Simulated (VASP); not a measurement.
# V (Fd-3m) in VASP: relaxation of cell and atoms with PBE

Aim: the relaxation of cell and atoms of V with PBE.

Everything below comes from runs of VASP 6.6.1. Logs are shortened: lines on timing, memory, paths and dates and some standing lists are left out, and cuts for length are marked.

## 1. The cell of the first run

Symmetry: Fd-3m, No. 227, cubic system. The conventional cell has a = 5.319 Å, b = 5.319 Å, c = 5.319 Å, α = 90.00°, β = 90.00°, γ = 90.00°. Within 3.0 Å of V (site symmetry -43m) lie 4 V at 2.30 Å.

This isn't the form of V at room conditions, which is bcc.

## 2. Relaxation of cell and atoms, PBE, target pressure -0.18 GPa, at which the enthalpy is minimised

Input file INCAR:

```
ALGO = Normal
EDIFF = 1E-6
EDIFFG = -0.005
ENCUT = 600
GGA = PE
IBRION = 2
ISIF = 3
ISMEAR = -1
LASPH = True
LCHARG = False
LREAL = False
LWAVE = False
NELM = 80
NSW = 32
PREC = Accurate
PSTRESS = -1.7999999999999998
SIGMA = 0.1
```

Input file KPOINTS:

```
k-points
0
Gamma
  13 13 13
```

Input file POSCAR:

```
V
1.0
    0.0000000000      2.6593175518      2.6593175518
    2.6593175518      0.0000000000      2.6593175518
    2.6593175518      2.6593175518      0.0000000000
V
2
Direct
   -0.1250000000     -0.1250000000     -0.1250000000
    0.1250000000      0.1250000000      0.1250000000
```

Potentials or basis: VASP PAW PBE potentials, release 64 (V_sv).

Started as:

```sh
$ cat potpaw_PBE.64/V_sv/POTCAR > POTCAR
$ mpirun -np 1 vasp_std > vasp.out
```

OUTCAR:

```text
EDIFF = 1E-6
   EDIFFG = -0.005
   ENCUT = 600
   GGA = PE
   IBRION = 2
   ISIF = 3
   ISMEAR = -1
   LASPH = True
   LREAL = False
   NELM = 80
   NSW = 32
   PREC = Accurate
   PSTRESS = -1.7999999999999998

 ion  position               nearest neighbor table
   1  0.875  0.875  0.875-   2 2.30   2 2.30   2 2.30   2 2.30
   2  0.125  0.125  0.125-   1 2.30   1 2.30   1 2.30   1 2.30

  LATTYP: Found a face centered cubic cell.
 ALAT       =     5.3186351036

  Lattice vectors:

 A1 = (   0.0000000000,   2.6593175518,   2.6593175518)
 A2 = (   2.6593175518,   0.0000000000,   2.6593175518)
 A3 = (   2.6593175518,   2.6593175518,   0.0000000000)

Analysis of symmetry for initial positions (statically):
=====================================================================
 Subroutine PRICEL returns:
 Original cell was already a primitive cell.

 Routine SETGRP: Setting up the symmetry group for a
 face centered cubic supercell.

 Subroutine GETGRP returns: Found 48 space group operations
 (whereof 12 operations were pure point group operations)
 out of a pool of 48 trial point group operations.

The static configuration has the point symmetry D_3d.
 The point group associated with its full space group is O_h .

Analysis of symmetry for dynamics (positions and initial velocities):
=====================================================================
 Subroutine PRICEL returns:
 Original cell was already a primitive cell.

 Routine SETGRP: Setting up the symmetry group for a
 face centered cubic supercell.

 Subroutine GETGRP returns: Found 48 space group operations
 (whereof 12 operations were pure point group operations)
 out of a pool of 48 trial point group operations.

The dynamic configuration has the point symmetry D_3d.
 The point group associated with its full space group is O_h .

 Subroutine INISYM returns: Found 48 space group operations
 (whereof 12 operations are pure point group operations),
 and found     1 'primitive' translations

----------------------------------------------------------------------------------------

                                     Primitive cell

  volume of cell :      37.6132

  direct lattice vectors                    reciprocal lattice vectors
     0.000000000  2.659317552  2.659317552    -0.188018163  0.188018163  0.188018163
     2.659317552  0.000000000  2.659317552     0.188018163 -0.188018163  0.188018163
     2.659317552  2.659317552  0.000000000     0.188018163  0.188018163 -0.188018163

  length of vectors
     3.760842948  3.760842948  3.760842948     0.325657010  0.325657010  0.325657010

  position of ions in fractional coordinates (direct lattice)
     0.875000000  0.875000000  0.875000000
     0.125000000  0.125000000  0.125000000

  ion indices of the primitive-cell ions
   primitive index   ion index
                 1           1
                 2           2

----------------------------------------------------------------------------------------

 KPOINTS: k-points

Automatic generation of k-mesh.
 Grid dimensions read from file:
 generate k-points for:   13   13   13

 Generating k-lattice:

  Cartesian coordinates                     Fractional coordinates (reciprocal lattice)
    -0.014462936  0.014462936  0.014462936     0.076923077  0.000000000  0.000000000
     0.014462936 -0.014462936  0.014462936     0.000000000  0.076923077  0.000000000
     0.014462936  0.014462936 -0.014462936     0.000000000  0.000000000  0.076923077

  Length of vectors
     0.025050539  0.025050539  0.025050539

  Shift w.r.t. Gamma in fractional coordinates (k-lattice)
     0.000000000  0.000000000  0.000000000

 Subroutine IBZKPT returns following result:
 ===========================================

 Found     84 irreducible k-points:

 Following reciprocal coordinates:
            Coordinates               Weight
  0.000000  0.000000  0.000000      1.000000
  0.076923  0.000000  0.000000      8.000000
  0.153846  0.000000  0.000000      8.000000
  0.230769  0.000000  0.000000      8.000000
  0.307692  0.000000  0.000000      8.000000
  0.384615  0.000000  0.000000      8.000000
[... 16 lines left out ...]
  0.384615  0.153846  0.000000     24.000000
  0.461538  0.153846  0.000000     24.000000
 [... further k-points ...]
   k-points           NKPTS =     84   k-points in BZ     NKDIM =     84   number of bands    NBANDS=     17
   number of dos      NEDOS =    301   number of ions     NIONS =      2
   total plane-waves  NPLWV =  27000
   dimension x,y,z NGX =    30 NGY =   30 NGZ =   30
   dimension x,y,z NGXF=    60 NGYF=   60 NGZF=   60
   ions per type =               2
   NGX,Y,Z   is equivalent  to a cutoff of  13.26, 13.26, 13.26 a.u.
   NGXF,Y,Z  is equivalent  to a cutoff of  26.52, 26.52, 26.52 a.u.
 SYSTEM =  unknown system
   PREC   = accura    normal or accurate (medium, high low for compatibility)
   ISTART =      0    job   : 0-new  1-cont  2-samecut
   ICHARG =      2    charge: 1-file 2-atom 10-const
   ISPIN  =      1    spin polarized calculation?
   LNONCOLLINEAR =      F non collinear calculations
   LSORBIT =      F    spin-orbit coupling
   LASPH  =      T    aspherical Exc in radial PAW
   ENCUT  =  600.0 eV  44.10 Ry    6.64 a.u.   7.51  7.51  7.51*2*pi/ulx,y,z
   NELM   =     80;   NELMIN=  2; NELMDL= -5     # of ELM steps
   EDIFF  = 0.1E-05   stopping-criterion for ELM
   LREAL  =      F    real-space projection
   EDIFFG = -.5E-02   stopping-criterion for IOM
   NSW    =     32    number of steps for IOM
   IBRION =      2    ionic relax: 0-MD 1-quasi-New 2-CG
   NFREE  =      1    steps in history (QN), initial steepest desc. (CG)
   ISIF   =      3    stress and relaxation
   ISYM   =      2    0-nonsym 1-usesym 2-fastsym
   POTIM  = 0.5000    time-step for ionic-motion
   TEBEG  =    0.0;   TEEND  =   0.0 temperature during run
   PSTRESS=   -1.8 pullay stress
   NELECT =      26.0000    total number of electrons
   NUPDOWN=      -1.0000    fix difference up-down
   EMIN   =  10.00;   EMAX   =-10.00  energy-range for DOS
   EFERMI =   0.00;   METHOD = LEGACY
   ISMEAR =    -1;   SIGMA  =   0.10  broadening in eV -4-tet -1-fermi 0-gaus
   EFERMI_NEDOS =   21; number of points for ismear=-14 and -15
   IALGO  =     38    algorithm
   IMIX   =      4    mixing-type and parameters
     AMIX     =   0.40;   BMIX     =  1.00
     AMIX_MAG =   1.60;   BMIX_MAG =  1.00
  volume/ion in A,a.u.               =      18.81       126.91
  Fermi-wavevector in a.u.,A,eV,Ry     =   1.447502  2.735382 28.507759  2.095261
  Thomas-Fermi vector in A             =   2.565449
   LORBIT       =      0    0 simple, 1 ext, 2 COOP (PROOUT), +10 PAW based schemes
   GGA     = PE    functional components
   LHFCALC =     F    Hartree Fock is set to
   AEXX    =    0.0000 exact exchange contribution
   IVDW    =     0    specifies the selected vdW correction
   LEPSILON=     F    determine dielectric tensor
   LRPA    =     F    only Hartree local field effects (RPA)
 conjugate gradient relaxation of ions
 non-spin polarized calculation
  energy-cutoff  :      600.00
  volume of cell :       37.61
 maximum number of plane-waves:      1279
 NGX is ok and might be reduce to    30
   NGX = 15   NGY = 15   NGZ = 15

--------------------------------------- Ionic step        1  -------------------------------------------

 number of electron      25.9999995 magnetization

 Free energy of the ion-electron system (eV)
  ---------------------------------------------------
  ext. energy  EPLUGINS =         0.00000000
  ---------------------------------------------------
  free energy    TOTEN  =       -13.27687610 eV

  energy without entropy =      -13.10568659  energy(sigma->0) =      -13.19128134

------------------------ aborting loop because EDIFF is reached ----------------------------------------

  FORCE on cell =-STRESS in cart. coord.  units (eV):
  Direction    XX          YY          ZZ          XY          YZ          ZX
  --------------------------------------------------------------------------------------
  -------------------------------------------------------------------------------------
  Total        0.0459052      0.0459052      0.0459052      0.0000000      0.0000000      0.0000000
  in kB        1.9553829      1.9553829      1.9553829      0.0000000      0.0000000      0.0000000
  external PRESSURE =       3.7553829 kB  Pullay stress =      -1.8000000 kB
[... 61 lines left out ...]
  enthalpy is  TOTEN    =       -13.3194053839 eV   P V=       -0.0425275424

--------------------------------------- Ionic step        3  -------------------------------------------

 number of electron      25.9999993 magnetization

 Free energy of the ion-electron system (eV)
  ---------------------------------------------------
  ext. energy  EPLUGINS =         0.00000000
  ---------------------------------------------------
  free energy    TOTEN  =       -13.27690146 eV

  energy without entropy =      -13.10397171  energy(sigma->0) =      -13.19043658

 E-fermi :   6.0543     XC(G=0): -10.7997

 val. band max:        6.0505584546   @ k =  -0.3846   0.1538   0.0000
 cond. band min:       6.0646315088   @ k =   0.1538   0.1538   0.0000
 fundamental gap:      0.0140730542
 Fermi energy:         6.0542903642

 k-point     1 :       0.0000    0.0000    0.0000
  band No.  band energies     occupation
      1     -57.6364      2.00000
      2     -57.0523      2.00000
      3     -31.6863      2.00000
      4     -31.6863      2.00000
      5     -31.6863      2.00000
      6     -30.8766      2.00000
[... 9 lines left out ...]
     16       7.5479      0.00000
     17       7.5479      0.00000
[... 443 lines left out ...]
      1     -57.4864      2.00000
      2     -57.2065      2.00000
      3     -31.8433      2.00000
      4     -31.8089      2.00000
      5     -31.5846      2.00000
      6     -30.9871      2.00000
[... 9 lines left out ...]
     16       7.9109      0.00000
     17       8.2822      0.00000

 [... further k-points ...]
[... 5 lines left out ...]
  --------------------------------------------------------------------------------------
  -------------------------------------------------------------------------------------
  Total       -0.0503781     -0.0503781     -0.0503781      0.0000000      0.0000000      0.0000000
  in kB       -2.1334456     -2.1334456     -2.1334456      0.0000000      0.0000000      0.0000000
  external PRESSURE =      -0.3334456 kB  Pullay stress =      -1.8000000 kB
[... 17 lines left out ...]
  FREE ENERGIE OF THE ION-ELECTRON SYSTEM (eV)
  ---------------------------------------------------
  free  energy   TOTEN  =       -13.2769014561 eV

  energy  without entropy=      -13.1039717100  energy(sigma->0) =      -13.19043658

  enthalpy is  TOTEN    =       -13.3194057690 eV   P V=       -0.0425043128

 reached required accuracy - stopping structural energy minimisation
```

It took 54 s on 1 thread of Intel Xeon 6975P-C (Granite Rapids), shared host; peak memory 0.2 GiB.

Results:

```yaml
Free_energy: -13.2769 eV
Relaxed_volume: 18.92 Å³/atom
Relaxed_cell: a = 3.768 Å, b = 3.768 Å, c = 3.768 Å, α = 60.00°, β = 60.00°, γ = 60.00°
Space_group_after_relaxing_to_0.1_Å: Fd-3m (No. 227)
Energy_change_on_relaxing_the_run_minimises_the_enthalpy: -0.0 meV/atom
Ionic_steps: 3
Pressure_after_relaxing: -0.2 GPa
Band_gap_on_the_k_mesh: zero (bands 13 and 14 overlap by 0.84 eV)
```

Final structure:
```
V
1.0
     0.00000    2.66449    2.66449
     2.66449    0.00000    2.66449
     2.66449    2.66449    0.00000
V
2
Direct
  0.87500 0.87500 0.87500
  0.12500 0.12500 0.12500
```

Caveat: the cell is relaxed towards a set pressure, so the run minimises the enthalpy, not the energy.
